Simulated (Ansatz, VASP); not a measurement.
# BiTe in VASP and in Ansatz

```
Bi Te
1.0
     0.00000    3.17307    3.17307
     3.17307    0.00000    3.17307
     3.17307    3.17307    0.00000
Bi Te
1 1
Direct
  0.50000 0.50000 0.50000
  0.00000 0.00000 0.00000
```

Alike in both runs: task single point; functional PBEsol; k mesh 8 × 8 × 8; occupations gaussian, width 0.05 eV; no spin polarisation.

|  | VASP | Ansatz |
| --- | --- | --- |
| version | VASP 6.6.1 | Ansatz 0.2.0 |
| potentials or method | VASP PAW PBE potentials, release 64 (Bi_d, Te), cutoff 520 eV | scalar-relativistic, plane waves, PAW |
| valence electrons in the cell | 21 | 31 |

|  | VASP | Ansatz | Ansatz less VASP |
| --- | --- | --- | --- |
| pressure (GPa) | 1.2 | 1.2 | +0.01 |

VASP's potentials were made for PBE, not for PBEsol. VASP's potentials hold 21 valence electrons a cell and Ansatz's 31, so a difference there can come from the potentials and not from the codes.

Neither program's run includes spin-orbit coupling.
